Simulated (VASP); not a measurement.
A run of VASP 6.6.1 is set up as follows.

File POSCAR:

```
Mo
1.0
   -1.5838089719      1.5838089719      1.5838089719
    1.5838089719     -1.5838089719      1.5838089719
    1.5838089719      1.5838089719     -1.5838089719
Mo
1
Direct
    0.0000000000      0.0000000000      0.0000000000
```

Contents of INCAR.step1:

```
PREC = Accurate
ENCUT = 520
ISMEAR = 0
SIGMA = 0.1
LREAL = F
LASPH = T
NELM = 100
NBANDS = 13
GGA = PE
ALGO = Normal
EDIFF = 1E-4
LWAVE = T
LCHARG = F
```

The input INCAR.step2:

```
PREC = Accurate
ENCUT = 520
EDIFF = 1E-7
ISMEAR = 0
SIGMA = 0.1
LREAL = F
LASPH = T
NELM = 100
ALGO = Normal
ISIF = 2
LWAVE = F
LCHARG = T
METAGGA = R2SCAN
LMIXTAU = T
LELF = T
LVHAR = T
NBANDS = 13
ISTART = 1
```

Contents of KPOINTS:

```
Automatic mesh
0
Gamma
  8 8 8
```

Potentials or basis: VASP PAW PBE potentials, release 64 (Mo_sv).

The run is started by

```bash
$ cat potpaw_PBE.64/Mo_sv/POTCAR > POTCAR
$ cp INCAR.step1 INCAR
$ mpirun -np 1 vasp_std > vasp.out
$ cp INCAR.step2 INCAR
$ mpirun -np 1 vasp_std > vasp.out
```

**Question.** What does it give for the pressure?

**Answer.** -2.1 GPa.

**Question.** What does it give for the band gap on the k mesh?

**Answer.** Zero (band 7 reaches 16.31 eV, above the bottom of band 8 at 10.88 eV).

Caveat: the PAW data sets were made with another functional, which shifts forces and pressure a little.
